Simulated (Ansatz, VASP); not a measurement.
## Co in VASP and in Ansatz

```xyz
2
Lattice="-1.6869 1.3870 1.2367 1.3870 -1.6869 1.2367 3.1317 3.1317 -1.7860" Properties=species:S:1:pos:R:3 pbc="T T T"
Co    1.5725    4.3910   -0.5493
Co    0.5197    2.3121    0.3437
```

Alike in both runs: task single point; functional revPBE; k mesh 18 × 18 × 9; occupations fermi-dirac, width 0.05 eV; collinear spin.

|  | VASP | Ansatz |
| --- | --- | --- |
| version | VASP 6.6.1 | Ansatz 0.2.0 |
| potentials or method | VASP PAW PBE potentials, release 64 (Co), cutoff 520 eV | plane waves (420 eV) with PAW, scalar-relativistic |
| valence electrons in the cell | 18 | 34 |

Ansatz gave:

- pressure (GPa): -0.4
- net moment per atom (μB): 1.61
- size of the moment on the site where the two differ most (μB): 1.70

Question: What did VASP give for the same quantities?

Answer: Pressure (GPa): -1.0; net moment per atom (μB): 1.60; size of the moment on the site where the two differ most (μB): 1.63.

VASP's potentials were made for PBE, not for revPBE. Site moments also hang on the region over which each program counts them. VASP's potentials hold 18 valence electrons a cell and Ansatz's 34, so a difference there can come from the potentials and not from the codes.
